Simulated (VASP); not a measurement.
# ReSb (P6_3/mmc) in VASP: further runs, part 2 of 2

VASP 6.6.1.

### 3 Relaxation of shape and atoms at fixed volume, PBE (19.56 Å³/atom)

This run uses another cell than the first one, of 19.56 Å³/atom.

File INCAR:

```
SYSTEM = ReSb
PREC     = Accurate       ! precision mode
ENCUT    = 600            ! plane-wave cutoff, eV
EDIFF    = 1E-6           ! SCF threshold, eV
ISMEAR   = 0              ! smearing method
SIGMA    = 0.05           ! smearing width, eV
LREAL    = .FALSE.        ! projectors in reciprocal space
LASPH    = .TRUE.         ! aspherical terms in the spheres
NELM     = 80             ! most SCF steps
ALGO     = Normal         ! electronic algorithm
ISIF     = 4              ! what is computed and relaxed
LWAVE    = .FALSE.        ! write WAVECAR
LCHARG   = .FALSE.        ! write CHGCAR
GGA      = PE             ! functional
IBRION   = 2              ! ionic algorithm
NSW      = 60             ! ionic steps
EDIFFG   = -0.01          ! ionic threshold
```

File KPOINTS:

```
Automatic mesh
0
G
  10 10 6
  0 0 0
```

File POSCAR:

```
ReSb
1.0
    4.2283748945      0.0000000000      0.0000000000
   -2.1141874472      3.6618800754      0.0000000000
    0.0000000000      0.0000000000      5.0523168032
Re Sb
2 2
Direct
    0.0000000000      0.0000000000      0.0000000000
    0.0000000000      0.0000000000      0.5000000000
    0.3333333333      0.6666666667      0.2500000000
    0.6666666667      0.3333333333      0.7500000000
```

Potentials or basis: VASP PAW PBE potentials, release 64 (Re, Sb).

The run is started by

```console
cat potpaw_PBE.64/Re/POTCAR potpaw_PBE.64/Sb/POTCAR > POTCAR
mpirun -np 1 vasp_std > vasp.out
```

OUTCAR:

```text
SYSTEM = ReSb
   PREC = Accurate
   ENCUT = 600
   EDIFF = 1E-6
   ISMEAR = 0
   LREAL = .FALSE.
   LASPH = .TRUE.
   NELM = 80
   ISIF = 4
   GGA = PE
   IBRION = 2
   NSW = 60
   EDIFFG = -0.01

 ion  position               nearest neighbor table
   1  0.000  0.000  0.000-   2 2.53   2 2.53   4 2.75   3 2.75   4 2.75   3 2.75   4 2.75   3 2.75

   2  0.000  0.000  0.500-   1 2.53   1 2.53   4 2.75   3 2.75   4 2.75   3 2.75   4 2.75   3 2.75

   3  0.333  0.667  0.250-   1 2.75   2 2.75   1 2.75   2 2.75   1 2.75   2 2.75   4 3.51   4 3.51
                             4 3.51   4 3.51   4 3.51   4 3.51
   4  0.667  0.333  0.750-   1 2.75   2 2.75   1 2.75   2 2.75   1 2.75   2 2.75   3 3.51   3 3.51
                             3 3.51   3 3.51   3 3.51   3 3.51

  LATTYP: Found a hexagonal cell.
 ALAT       =     4.2283748945
 C/A-ratio  =     1.1948601837

  Lattice vectors:

 A1 = (   4.2283748945,   0.0000000000,   0.0000000000)
 A2 = (  -2.1141874472,   3.6618800754,   0.0000000000)
 A3 = (   0.0000000000,   0.0000000000,   5.0523168032)

Analysis of symmetry for initial positions (statically):
=====================================================================
 Subroutine PRICEL returns:
 Original cell was already a primitive cell.

 Routine SETGRP: Setting up the symmetry group for a
 hexagonal supercell.

 Subroutine GETGRP returns: Found 24 space group operations
 (whereof 12 operations were pure point group operations)
 out of a pool of 24 trial point group operations.

The static configuration has the point symmetry D_3d.
 The point group associated with its full space group is D_6h.

Analysis of symmetry for dynamics (positions and initial velocities):
=====================================================================
 Subroutine PRICEL returns:
 Original cell was already a primitive cell.

 Routine SETGRP: Setting up the symmetry group for a
 hexagonal supercell.

 Subroutine GETGRP returns: Found 24 space group operations
 (whereof 12 operations were pure point group operations)
 out of a pool of 24 trial point group operations.

The dynamic configuration has the point symmetry D_3d.
 The point group associated with its full space group is D_6h.

 Subroutine INISYM returns: Found 24 space group operations
 (whereof 12 operations are pure point group operations),
 and found     1 'primitive' translations

----------------------------------------------------------------------------------------

                                     Primitive cell

  volume of cell :      78.2291

  direct lattice vectors                    reciprocal lattice vectors
     4.228374894  0.000000000  0.000000000     0.236497478  0.136541883  0.000000000
    -2.114187447  3.661880075  0.000000000     0.000000000  0.273083766  0.000000000
[... 124 lines left out ...]
  volume of cell :       78.23
 maximum number of plane-waves:      2648
 NGX is ok and might be reduce to    36
   NGX = 17   NGY = 17   NGZ = 21

--------------------------------------- Ionic step        1  -------------------------------------------

 number of electron      24.0000000 magnetization

 Free energy of the ion-electron system (eV)
  ---------------------------------------------------
  ext. energy  EPLUGINS =         0.00000000
  ---------------------------------------------------
  free energy    TOTEN  =       -31.23656927 eV

  energy without entropy =      -31.23125319  energy(sigma->0) =      -31.23391123

------------------------ aborting loop because EDIFF is reached ----------------------------------------

  FORCE on cell =-STRESS in cart. coord.  units (eV):
  Direction    XX          YY          ZZ          XY          YZ          ZX
  --------------------------------------------------------------------------------------
  -------------------------------------------------------------------------------------
  Total        4.9200665      4.9200665      5.2227173      0.0000000      0.0000000      0.0000000
  in kB      100.7658507    100.7658507    106.9643176      0.0000000      0.0000000      0.0000000
  external PRESSURE =     102.8320063 kB  Pullay stress =       0.0000000 kB

 VOLUME and BASIS-vectors are now :
 -----------------------------------------------------------------------------
  energy-cutoff  :      600.00
  volume of cell :       78.23
      direct lattice vectors                 reciprocal lattice vectors
     4.228374894  0.000000000  0.000000000     0.236497478  0.136541883  0.000000000
    -2.114187447  3.661880075  0.000000000     0.000000000  0.273083766  0.000000000
     0.000000000  0.000000000  5.052316803     0.000000000  0.000000000  0.197928998

 POSITION                                       TOTAL-FORCE (eV/Angst)
 -----------------------------------------------------------------------------------
      0.00000      0.00000      0.00000         0.000000      0.000000      0.000000
      0.00000      0.00000      2.52616         0.000000      0.000000      0.000000
     -0.00000      2.44125      1.26308         0.000000     -0.000000     -0.000000
      2.11419      1.22063      3.78924        -0.000000      0.000000      0.000000
 -----------------------------------------------------------------------------------
    total drift:                               -0.000000     -0.000000     -0.000000

  FREE ENERGIE OF THE ION-ELECTRON SYSTEM (eV)
  ---------------------------------------------------
  free  energy   TOTEN  =       -31.2365692696 eV

  energy  without entropy=      -31.2312531917  energy(sigma->0) =      -31.23391123

--------------------------------------- Ionic step        2  -------------------------------------------

 number of electron      24.0000000 magnetization

 Free energy of the ion-electron system (eV)
  ---------------------------------------------------
  ext. energy  EPLUGINS =         0.00000000
  ---------------------------------------------------
  free energy    TOTEN  =       -31.23688118 eV

  energy without entropy =      -31.23170692  energy(sigma->0) =      -31.23429405

 E-fermi :   8.8626     XC(G=0): -11.7066

 val. band max:        8.8594159410   @ k =   0.5000   0.0000   0.1667
 cond. band min:       8.8640822239   @ k =   0.3000   0.2000   0.1667
 fundamental gap:      0.0046662829
 Fermi energy:         8.8625678150

 k-point     1 :       0.0000    0.0000    0.0000
  band No.  band energies     occupation
      1      -3.8694      2.00000
      2       0.8231      2.00000
      3       2.7961      2.00000
      4       3.5902      2.00000
      5       3.5902      2.00000
      6       3.9045      2.00000
[... 433 lines left out ...]
      3       2.1228      2.00000
      4       3.8537      2.00000
      5       4.2238      2.00000
      6       4.7054      2.00000
[... 8 lines left out ...]
     15      10.7324      0.00000
     16      11.4740      0.00000

 [... further k-points ...]

------------------------ aborting loop because EDIFF is reached ----------------------------------------

  FORCE on cell =-STRESS in cart. coord.  units (eV):
  Direction    XX          YY          ZZ          XY          YZ          ZX
  --------------------------------------------------------------------------------------
  -------------------------------------------------------------------------------------
  Total        4.9681468      4.9681468      4.9250232      0.0000000      0.0000000      0.0000000
  in kB      101.7505646    101.7505646    100.8673682      0.0000000      0.0000000      0.0000000
  external PRESSURE =     101.4561658 kB  Pullay stress =       0.0000000 kB

 VOLUME and BASIS-vectors are now :
 -----------------------------------------------------------------------------
  energy-cutoff  :      600.00
  volume of cell :       78.23
      direct lattice vectors                 reciprocal lattice vectors
     4.223236379  0.000000000  0.000000000     0.236785231  0.136708017 -0.000000000
    -2.111618190  3.657429991 -0.000000000    -0.000000000  0.273416033 -0.000000000
     0.000000000  0.000000000  5.064618838    -0.000000000  0.000000000  0.197448225

 POSITION                                       TOTAL-FORCE (eV/Angst)
 -----------------------------------------------------------------------------------
      0.00000      0.00000      0.00000         0.000000      0.000000      0.000000
      0.00000      0.00000      2.53231         0.000000      0.000000      0.000000
     -0.00000      2.43829      1.26615        -0.000000      0.000000     -0.000000
      2.11162      1.21914      3.79846         0.000000     -0.000000     -0.000000
 -----------------------------------------------------------------------------------
    total drift:                               -0.000000     -0.000000     -0.000000

  FREE ENERGIE OF THE ION-ELECTRON SYSTEM (eV)
  ---------------------------------------------------
  free  energy   TOTEN  =       -31.2368811843 eV

  energy  without entropy=      -31.2317069232  energy(sigma->0) =      -31.23429405

 reached required accuracy - stopping structural energy minimisation
```

Run time: 52 s. Hardware: 1 thread of Intel Xeon 6975P-C (Granite Rapids), shared host; peak memory 0.28 GiB.

Results:

```yaml
Free_energy: -31.2369 eV
Energy_gained_by_relaxing: 0.1 meV/atom
Ionic_steps: 2
Pressure_after_relaxing: 10.1 GPa
Band_gap_on_the_k_mesh: zero (bands 12 and 13 overlap by 0.98 eV)
```

The path:
```
step  energy change (eV)  largest force (eV/Å)  pressure (GPa)  volume (Å³)
   1              0.0000                0.0000           10.28        78.23
   2             -0.0003                0.0000           10.15        78.23
```

Final structure:
```xyz
4
Lattice="4.2232 0.0000 0.0000 -2.1116 3.6574 0.0000 0.0000 0.0000 5.0646" Properties=species:S:1:pos:R:3 pbc="T T T"
Re    0.0000    0.0000    0.0000
Re    0.0000    0.0000    2.5323
Sb    0.0000    2.4383    1.2662
Sb    2.1116    1.2191    3.7985
```

Levels at points of the mesh, in eV from the Fermi level:
| k point | band 9 | band 10 | band 11 | band 12 | band 13 | band 14 | band 15 | band 16 |
| --- | --- | --- | --- | --- | --- | --- | --- | --- |
| (0.00, 0.00, 0.00) | -0.95 | -0.95 | 0.27 | 0.27 | 2.13 | 2.13 | 2.44 | 2.94 |
| (0.50, 0.00, 0.00) | -2.17 | -2.14 | -1.49 | -0.09 | -0.07 | 1.88 | 1.94 | 2.14 |
| (0.00, 0.00, 0.50) | -1.57 | -1.57 | -1.57 | -1.57 | -0.03 | -0.03 | 4.55 | 4.55 |
| (0.50, 0.00, 0.50) | -1.10 | -1.10 | -0.79 | -0.79 | -0.72 | -0.72 | 2.15 | 2.15 |

Caveat: spin-orbit coupling is left out, which moves the levels of the heavy elements.
